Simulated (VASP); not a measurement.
Set up this calculation in VASP 6.6.1, as the native input.

```
Task                   : single point
Functional             : BLYP
Dispersion             : D4
Potentials or basis    : VASP PAW PBE potentials, release 64 (Al)
Cutoff                 : 520 eV
k mesh                 : 11 × 11 × 11
Occupations            : fermi-dirac, width 0.05 eV
Spin                   : no spin polarisation
Dipole correction      : no
Further INCAR settings : ALGO = Normal; EDIFF = 1e-06; NBANDS = 8
```

The structure of Al lies in POSCAR:

```
Al
1.0
    0.0000000000      1.9933778307      1.9933778307
    1.9933778307      0.0000000000      1.9933778307
    1.9933778307      1.9933778307      0.0000000000
Al
1
Direct
    0.0000000000      0.0000000000      0.0000000000
```

These files were run (other wordings do the same):

INCAR

```
PREC = Accurate ; ENCUT = 520
EDIFF = 1E-6 ; ISMEAR = -1
SIGMA = 0.05 ; LREAL = False
LASPH = True ; NELM = 80
ALGO = Normal ; ISIF = 2
LWAVE = False ; LCHARG = False
GGA = B5 ; ALDAX = 1.0
AGGAX = 1.0 ; AGGAC = 1.0
ALDAC = 0.0 ; IVDW = 13
VDW_S6 = 1.0 ; VDW_S8 = 2.34076671
VDW_A1 = 0.44488865 ; VDW_A2 = 4.0933009
NBANDS = 8
```

KPOINTS

```
Automatic mesh
0
Gamma
  11 11 11
```

Potentials or basis: VASP PAW PBE potentials, release 64 (Al).

Command:

```bash
$ cat potpaw_PBE.64/Al/POTCAR > POTCAR
$ mpirun -np 1 vasp_std > vasp.out
```

Results of the run:

```yaml
Pressure: 0.2 GPa
Dispersion_energy_per_atom: -0.680 eV
```

Caveat: the PAW data sets were made with another functional, which shifts forces and pressure a little; pairwise dispersion overbinds metals, which lowers pressure and volume.

It took 4.6 s on 1 thread of Intel(R) Xeon(R) 6975P-C (Granite Rapids), on a shared host, peak memory 0.13 GiB.
